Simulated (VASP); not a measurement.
Here is a VASP 6.6.1 calculation.

Contents of INCAR:

```
SYSTEM = Be
  ALGO = Normal
  EDIFF = 1E-6
  ENCUT = 600
  GGA = PS
  GGA_COMPAT = .FALSE.
  ISIF = 2
  ISMEAR = -1
  LASPH = .TRUE.
  LCHARG = .FALSE.
  LREAL = .FALSE.
  LWAVE = .FALSE.
  NBANDS = 9
  NELM = 120
  PREC = Accurate
  SIGMA = 0.05
```

The input KPOINTS:

```
k-points
0
G
  15 15 15
  0 0 0
```

Contents of POSCAR:

```
Be
1.0
    0.0000000000      1.7954584778      1.7954584778
    1.7954584778      0.0000000000      1.7954584778
    1.7954584778      1.7954584778      0.0000000000
Be
2
Direct
   -0.1250000000     -0.1250000000     -0.1250000000
    0.1250000000      0.1250000000      0.1250000000
```

Potentials or basis: VASP PAW PBE potentials, release 64 (Be).

Run with:

```sh
$ cat potpaw_PBE.64/Be/POTCAR > POTCAR
$ mpirun -np 1 vasp_std > vasp.out
```

What does it give for the band gap on the k mesh?

Zero (band 2 reaches 18.10 eV, above the bottom of band 3 at 7.82 eV).

Predict the pressure.

188.6 GPa.

Caveat: the PAW data sets were made with another functional, which shifts forces and pressure a little.
